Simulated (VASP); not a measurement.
# B (R-3m) in VASP: single point with LDA

Aim: the single point of B with LDA.

Program: VASP 6.6.1. These are calculated values, not measurements. Logs are shortened: lines on timing, memory, paths and dates and some standing lists are left out, and cuts for length are marked.

### Step 1. The cell of the first run

The structure is trigonal, space group R-3m (No. 166). Conventional cell: a = 4.841 Å, b = 4.841 Å, c = 12.394 Å, α = 90.00°, β = 90.00°, γ = 120.00°. Within 2.2 Å of B (site symmetry m) lie 6 B at 1.66 to 1.78 Å. B (site symmetry m) has 7 B at 1.76 to 1.98 Å within 2.3 Å.

### Step 2. Single point, LDA

INCAR

```
ALGO = Normal ; EDIFF = 1E-7
ENCUT = 520 ; ISIF = 2
ISMEAR = 0 ; LASPH = T
LCHARG = T ; LELF = T
LREAL = F ; LVHAR = T
LWAVE = F ; NBANDS = 30
NELM = 80 ; PREC = Accurate
SIGMA = 0.02
```

KPOINTS

```
k-points
0
Gamma
  9 9 9
```

POSCAR

```
B
1.0
    2.4204434889      1.3974436999      4.1313903557
   -2.4204434889      1.3974436999      4.1313903557
    0.0000000000     -2.7948873998      4.1313903557
B
12
Direct
    0.0104700914      0.6543055182      0.0104700914
    0.0104700914      0.0104700914      0.6543055182
    0.6543055182      0.0104700914      0.0104700914
    0.9895299086      0.3456944818      0.9895299086
    0.3456944818      0.9895299086      0.9895299086
    0.9895299086      0.9895299086      0.3456944818
    0.2214828458      0.6299787638      0.2214828458
    0.2214828458      0.2214828458      0.6299787638
    0.6299787638      0.2214828458      0.2214828458
    0.7785171542      0.3700212362      0.7785171542
    0.3700212362      0.7785171542      0.7785171542
    0.7785171542      0.7785171542      0.3700212362
```

Potentials or basis: VASP PAW LDA potentials, release 64 (B).

The run is started by

```bash
$ cat potpaw_LDA.64/B/POTCAR > POTCAR
$ mpirun -np 1 vasp_std > vasp.out
```

OUTCAR:

```text
EDIFF = 1E-7
   ENCUT = 520
   ISIF = 2
   ISMEAR = 0
   LASPH = T
   LREAL = F
   NELM = 80
   PREC = Accurate

 ion  position               nearest neighbor table
   1  0.010  0.654  0.010-   4 1.66   3 1.72   2 1.72   7 1.77  12 1.78  11 1.78
   2  0.010  0.010  0.654-   6 1.66   3 1.72   1 1.72   8 1.77  10 1.78  11 1.78
   3  0.654  0.010  0.010-   5 1.66   1 1.72   2 1.72   9 1.77  12 1.78  10 1.78
   4  0.990  0.346  0.990-   1 1.66   5 1.72   6 1.72  10 1.77   8 1.78   9 1.78
   5  0.346  0.990  0.990-   3 1.66   4 1.72   6 1.72  11 1.77   8 1.78   7 1.78
   6  0.990  0.990  0.346-   2 1.66   4 1.72   5 1.72  12 1.77   9 1.78   7 1.78
   7  0.221  0.630  0.221-  12 1.76  11 1.76   1 1.77   6 1.78   5 1.78   9 1.98   8 1.98
   8  0.221  0.221  0.630-  10 1.76  11 1.76   2 1.77   4 1.78   5 1.78   7 1.98   9 1.98
   9  0.630  0.221  0.221-  12 1.76  10 1.76   3 1.77   6 1.78   4 1.78   7 1.98   8 1.98
  10  0.779  0.370  0.779-   8 1.76   9 1.76   4 1.77   2 1.78   3 1.78  11 1.98  12 1.98
  11  0.370  0.779  0.779-   8 1.76   7 1.76   5 1.77   2 1.78   1 1.78  10 1.98  12 1.98
  12  0.779  0.779  0.370-   7 1.76   9 1.76   6 1.77   3 1.78   1 1.78  10 1.98  11 1.98

  LATTYP: Found a trigonal (rhomboedric) cell.
 ALAT       =     4.9879636976
 COS(alpha) =     0.5290516035

  Lattice vectors:

 A1 = (   2.4204434889,   1.3974436999,   4.1313903557)
 A2 = (  -2.4204434889,   1.3974436999,   4.1313903557)
 A3 = (   0.0000000000,  -2.7948873998,   4.1313903557)

Analysis of symmetry for initial positions (statically):
=====================================================================
 Subroutine PRICEL returns:
 Original cell was already a primitive cell.

 Routine SETGRP: Setting up the symmetry group for a
 trigonal (rhombohedral) supercell.

 Subroutine GETGRP returns: Found 12 space group operations
 (whereof 12 operations were pure point group operations)
 out of a pool of 12 trial point group operations.

The static configuration has the point symmetry D_3d.

Analysis of symmetry for dynamics (positions and initial velocities):
=====================================================================
 Subroutine PRICEL returns:
 Original cell was already a primitive cell.

 Routine SETGRP: Setting up the symmetry group for a
 trigonal (rhombohedral) supercell.

 Subroutine GETGRP returns: Found 12 space group operations
 (whereof 12 operations were pure point group operations)
 out of a pool of 12 trial point group operations.

The dynamic configuration has the point symmetry D_3d.

 Subroutine INISYM returns: Found 12 space group operations
 (whereof 12 operations are pure point group operations),
 and found     1 'primitive' translations

----------------------------------------------------------------------------------------

                                     Primitive cell

  volume of cell :      83.8449

  direct lattice vectors                    reciprocal lattice vectors
     2.420443489  1.397443700  4.131390356     0.206573714  0.119265389  0.080683088
    -2.420443489  1.397443700  4.131390356    -0.206573714  0.119265389  0.080683088
     0.000000000 -2.794887400  4.131390356     0.000000000 -0.238530778  0.080683088

  length of vectors
     4.987963698  4.987963698  4.987963698     0.251806856  0.251806856  0.251806856

  position of ions in fractional coordinates (direct lattice)
     0.010470091  0.654305518  0.010470091
     0.010470091  0.010470091  0.654305518
     0.654305518  0.010470091  0.010470091
     0.989529909  0.345694482  0.989529909
     0.345694482  0.989529909  0.989529909
     0.989529909  0.989529909  0.345694482
     0.221482846  0.629978764  0.221482846
     0.221482846  0.221482846  0.629978764
     0.629978764  0.221482846  0.221482846
     0.778517154  0.370021236  0.778517154
     0.370021236  0.778517154  0.778517154
     0.778517154  0.778517154  0.370021236

  ion indices of the primitive-cell ions
   primitive index   ion index
                 1           1
                 2           2
                 3           3
                 4           4
                 5           5
                 6           6
                 7           7
                 8           8
                 9           9
                10          10
                11          11
                12          12

----------------------------------------------------------------------------------------

 KPOINTS: k-points

Automatic generation of k-mesh.
 Grid dimensions read from file:
 generate k-points for:    9    9    9

 Generating k-lattice:

  Cartesian coordinates                     Fractional coordinates (reciprocal lattice)
     0.022952635  0.013251710  0.008964788     0.111111111 -0.000000000  0.000000000
    -0.022952635  0.013251710  0.008964788    -0.000000000  0.111111111  0.000000000
     0.000000000 -0.026503420  0.008964788     0.000000000  0.000000000  0.111111111

  Length of vectors
     0.027978540  0.027978540  0.027978540

  Shift w.r.t. Gamma in fractional coordinates (k-lattice)
     0.000000000  0.000000000  0.000000000

 Subroutine IBZKPT returns following result:
 ===========================================

 Found     85 irreducible k-points:

 Following reciprocal coordinates:
            Coordinates               Weight
  0.000000  0.000000  0.000000      1.000000
  0.111111  0.000000  0.000000      6.000000
  0.222222  0.000000  0.000000      6.000000
  0.333333  0.000000  0.000000      6.000000
  0.444444  0.000000  0.000000      6.000000
  0.111111  0.111111  0.000000      6.000000
[... 16 lines left out ...]
 -0.333333  0.333333  0.000000      6.000000
  0.444444  0.444444 -0.000000      6.000000
 [... further k-points ...]
   k-points           NKPTS =     85   k-points in BZ     NKDIM =     85   number of bands    NBANDS=     30
   number of dos      NEDOS =    301   number of ions     NIONS =     12
   total plane-waves  NPLWV =  64000
   dimension x,y,z NGX =    40 NGY =   40 NGZ =   40
   dimension x,y,z NGXF=    80 NGYF=   80 NGZF=   80
   ions per type =              12
   NGX,Y,Z   is equivalent  to a cutoff of  13.33, 13.33, 13.33 a.u.
   NGXF,Y,Z  is equivalent  to a cutoff of  26.66, 26.66, 26.66 a.u.
 SYSTEM =  unknown system
   PREC   = accura    normal or accurate (medium, high low for compatibility)
   ISTART =      0    job   : 0-new  1-cont  2-samecut
   ICHARG =      2    charge: 1-file 2-atom 10-const
   ISPIN  =      1    spin polarized calculation?
   LNONCOLLINEAR =      F non collinear calculations
   LSORBIT =      F    spin-orbit coupling
   LASPH  =      T    aspherical Exc in radial PAW
   ENCUT  =  520.0 eV  38.22 Ry    6.18 a.u.   9.27  9.27  9.27*2*pi/ulx,y,z
   NELM   =     80;   NELMIN=  2; NELMDL= -5     # of ELM steps
   EDIFF  = 0.1E-06   stopping-criterion for ELM
   LREAL  =      F    real-space projection
   EDIFFG = 0.1E-05   stopping-criterion for IOM
   NSW    =      0    number of steps for IOM
   IBRION =     -1    ionic relax: 0-MD 1-quasi-New 2-CG
   NFREE  =      0    steps in history (QN), initial steepest desc. (CG)
   ISIF   =      2    stress and relaxation
   ISYM   =      2    0-nonsym 1-usesym 2-fastsym
   POTIM  = 0.5000    time-step for ionic-motion
   TEBEG  =    0.0;   TEEND  =   0.0 temperature during run
   PSTRESS=    0.0 pullay stress
   NELECT =      36.0000    total number of electrons
   NUPDOWN=      -1.0000    fix difference up-down
   EMIN   =  10.00;   EMAX   =-10.00  energy-range for DOS
   EFERMI =   0.00;   METHOD = LEGACY
   ISMEAR =     0;   SIGMA  =   0.02  broadening in eV -4-tet -1-fermi 0-gaus
   EFERMI_NEDOS =   21; number of points for ismear=-14 and -15
   IALGO  =     38    algorithm
   IMIX   =      4    mixing-type and parameters
     AMIX     =   0.40;   BMIX     =  1.00
     AMIX_MAG =   1.60;   BMIX_MAG =  1.00
  volume/ion in A,a.u.               =       6.99        47.15
  Fermi-wavevector in a.u.,A,eV,Ry     =   1.235047  2.333900 20.753519  1.525341
  Thomas-Fermi vector in A             =   2.369712
   LORBIT       =      0    0 simple, 1 ext, 2 COOP (PROOUT), +10 PAW based schemes
   GGA     = CA    functional components
   LHFCALC =     F    Hartree Fock is set to
   AEXX    =    0.0000 exact exchange contribution
   IVDW    =     0    specifies the selected vdW correction
   LEPSILON=     F    determine dielectric tensor
   LRPA    =     F    only Hartree local field effects (RPA)
 non-spin polarized calculation
 Gauss-broadening in eV      SIGMA  =   0.02
  energy-cutoff  :      520.00
  volume of cell :       83.84
 maximum number of plane-waves:      2276
 NGX is ok and might be reduce to    40
   NGX = 19   NGY = 19   NGZ = 19

 number of electron      36.0000000 magnetization

 Free energy of the ion-electron system (eV)
  ---------------------------------------------------
  ext. energy  EPLUGINS =         0.00000000
  ---------------------------------------------------
  free energy    TOTEN  =       -89.60987005 eV

  energy without entropy =      -89.60987005  energy(sigma->0) =      -89.60987005

 E-fermi :   6.4336     XC(G=0): -11.8376

 val. band max:        6.3242970538   @ k =   0.4444   0.4444   0.4444
 cond. band min:       7.7079955712   @ k =   0.0000   0.0000   0.0000
 fundamental gap:      1.3836985174
 Fermi energy:         6.4335966063

 k-point     1 :       0.0000    0.0000    0.0000
  band No.  band energies     occupation
      1     -10.0007      2.00000
      2      -4.1339      2.00000
      3      -3.8797      2.00000
      4      -3.8797      2.00000
      5      -2.9853      2.00000
      6      -2.2584      2.00000
[... 22 lines left out ...]
     29      16.2793      0.00000
     30      16.7251      0.00000

 k-point     2 :       0.1111    0.0000    0.0000
  band No.  band energies     occupation
      1      -9.9302      2.00000
      2      -4.5934      2.00000
      3      -4.1690      2.00000
      4      -4.0141      2.00000
      5      -2.6873      2.00000
      6      -2.1705      2.00000
[... 718 lines left out ...]
 k-point    24 :       0.4444    0.4444   -0.0000
  band No.  band energies     occupation
      1      -8.9379      2.00000
      2      -6.7941      2.00000
      3      -5.0824      2.00000
      4      -5.0328      2.00000
      5      -3.8857      2.00000
      6      -2.8908      2.00000
[... 22 lines left out ...]
     29      15.5685      0.00000
     30      15.9149      0.00000

 [... further k-points ...]
[... 5 lines left out ...]
  --------------------------------------------------------------------------------------
  -------------------------------------------------------------------------------------
  Total        0.1825251      0.1825251      0.1507246      0.0000000      0.0000000      0.0000000
  in kB        3.4878389      3.4878389      2.8801683      0.0000000      0.0000000      0.0000000
  external PRESSURE =       3.2852820 kB  Pullay stress =       0.0000000 kB

 VOLUME and BASIS-vectors are now :
 -----------------------------------------------------------------------------
  energy-cutoff  :      520.00
  volume of cell :       83.84
      direct lattice vectors                 reciprocal lattice vectors
     2.420443489  1.397443700  4.131390356     0.206573714  0.119265389  0.080683088
    -2.420443489  1.397443700  4.131390356    -0.206573714  0.119265389  0.080683088
     0.000000000 -2.794887400  4.131390356     0.000000000 -0.238530778  0.080683088

 POSITION                                       TOTAL-FORCE (eV/Angst)
 -----------------------------------------------------------------------------------
     -1.55837      0.89972      2.78970         0.011699     -0.006754     -0.009473
      0.00000     -1.79945      2.78970        -0.000000      0.013508     -0.009473
      1.55837      0.89972      2.78970        -0.011699     -0.006754     -0.009473
      1.55837     -0.89972      9.60447        -0.011699      0.006754      0.009473
     -1.55837     -0.89972      9.60447         0.011699      0.006754      0.009473
      0.00000      1.79945      9.60447        -0.000000     -0.013508      0.009473
     -0.98874      0.57085      4.43275         0.011715     -0.006763      0.004989
      0.00000     -1.14170      4.43275        -0.000000      0.013527      0.004989
      0.98874      0.57085      4.43275        -0.011715     -0.006763      0.004989
      0.98874     -0.57085      7.96142        -0.011715      0.006763     -0.004989
     -0.98874     -0.57085      7.96142         0.011715      0.006763     -0.004989
      0.00000      1.14170      7.96142        -0.000000     -0.013527     -0.004989
 -----------------------------------------------------------------------------------
    total drift:                               -0.000000      0.000000     -0.000000

  FREE ENERGIE OF THE ION-ELECTRON SYSTEM (eV)
  ---------------------------------------------------
  free  energy   TOTEN  =       -89.6098700506 eV

  energy  without entropy=      -89.6098700506  energy(sigma->0) =      -89.60987005
```

Wall time 2 min (1 thread of Intel Xeon 6975P-C (Granite Rapids), shared host); peak memory 0.27 GiB.

Results:

| Property | Result |
| --- | --- |
| Free energy | -89.6099 eV |
| Pressure | 0.3 GPa |
| Largest force | 0.016 eV/Å |
| Band gap on the k mesh | 1.38 eV (least direct gap 1.72 eV) |

Forces on the atoms (eV/Å):
```
B    0.012 -0.007 -0.009
B    0.000  0.014 -0.009
B   -0.012 -0.007 -0.009
B   -0.012  0.007  0.009
B    0.012  0.007  0.009
B    0.000 -0.014  0.009
B    0.012 -0.007  0.005
B    0.000  0.014  0.005
B   -0.012 -0.007  0.005
B   -0.012  0.007 -0.005
B    0.012  0.007 -0.005
B    0.000 -0.014 -0.005
```

A k mesh can miss the band edges. A hybrid or GW would open this gap; LDA tends to underestimate it.
